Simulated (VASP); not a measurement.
HfWS5:

```
Hf W S
1.0
     4.30789    0.00000    0.00000
     0.00000    4.30789    0.00000
     0.00000    0.00000    7.59599
Hf W S
1 1 5
Direct
  0.50000 0.50000 0.00000
  0.00000 0.00000 0.50000
  0.00000 0.50000 0.29907
  0.00000 0.50000 0.70093
  0.50000 0.00000 0.29907
  0.50000 0.00000 0.70093
  0.00000 0.00000 0.00000
```

The cell was built from a structure type or drawn by symmetry, and may not be a known phase.

- Program: VASP 6.6.1
- Task: relaxation of cell and atoms
- Functional: PBE
- Potentials or basis: VASP PAW PBE potentials, release 64 (Hf_pv, W_sv, S)
- Cutoff: 600 eV
- k mesh: 4 × 4 × 2
- Occupations: gaussian, width 0.1 eV
- Spin: no spin polarisation

At the start: pressure -14.8 GPa; volume 20.14 Å³/atom.

Question: How do energy, volume and symmetry change on relaxing?

Answer: Over 21 steps the energy falls by 268.7 meV/atom and the volume is 16.58 Å³/atom (-17.7 %); space group P4/mmm (No. 123, to 0.1 Å) before and after.

Step by step:
| step | energy change (eV) | largest force (eV/Å) | pressure (GPa) | volume (Å³) |
| --- | --- | --- | --- | --- |
| 1 | 0.0000 | 0.3774 | -14.82 | 140.97 |
| 2 | -0.4196 | 1.1516 | 18.90 | 106.26 |
| 3 | -1.1491 | 0.3395 | -0.28 | 119.92 |
| 4 | -1.1492 | 0.3586 | 0.12 | 119.52 |
| 5 | -1.1929 | 0.2639 | 0.16 | 119.05 |
| 6 | -1.3548 | 0.0289 | 0.46 | 117.56 |
| 7 | -1.6947 | 0.5238 | 2.80 | 114.17 |
| 8 | -0.0849 | 2.7685 | 16.49 | 105.74 |
| 9 | -1.7632 | 0.3164 | 3.38 | 113.60 |
| 10 | -1.4535 | 1.2886 | 8.54 | 109.69 |
| 11 | -1.7813 | 0.3486 | 3.88 | 113.11 |
| 12 | -1.8035 | 0.3898 | 3.32 | 113.45 |
| 13 | -1.8246 | 0.5310 | 1.87 | 114.45 |
| 14 | -1.8257 | 0.5039 | 2.08 | 114.29 |
| 15 | -1.8380 | 0.4522 | 1.63 | 114.67 |
| 16 | -1.8630 | 0.2999 | 0.31 | 115.81 |
| 17 | -1.8614 | 0.0104 | -2.10 | 118.11 |
| 18 | -1.8707 | 0.1564 | -0.88 | 116.91 |
| 19 | -1.8756 | 0.1052 | -0.55 | 116.61 |
| 20 | -1.8805 | 0.0245 | 0.27 | 115.91 |
| 21 | -1.8812 | 0.0304 | 0.10 | 116.05 |

Final structure:
```cif
data_structure
_symmetry_space_group_name_H-M 'P 1'
_symmetry_Int_Tables_number 1
_cell_length_a 4.3340
_cell_length_b 4.3340
_cell_length_c 6.1784
_cell_angle_alpha 90.000
_cell_angle_beta 90.000
_cell_angle_gamma 90.000
_cell_volume 116.05
loop_
_atom_site_label
_atom_site_type_symbol
_atom_site_fract_x
_atom_site_fract_y
_atom_site_fract_z
_atom_site_occupancy
Hf1 Hf 0.50000 0.50000 0.00000 1
W1 W 0.00000 0.00000 0.50000 1
S1 S 0.00000 0.50000 0.28321 1
S2 S 0.00000 0.50000 0.71679 1
S3 S 0.50000 0.00000 0.28321 1
S4 S 0.50000 0.00000 0.71679 1
S5 S 0.00000 0.00000 0.00000 1
```

Caveat: the k points lie up to 0.51 Å⁻¹ apart in the final cell, too coarse for converged energies and pressures of a metal; the volume moved by over 15 % at a fixed basis, so the end points are rough.
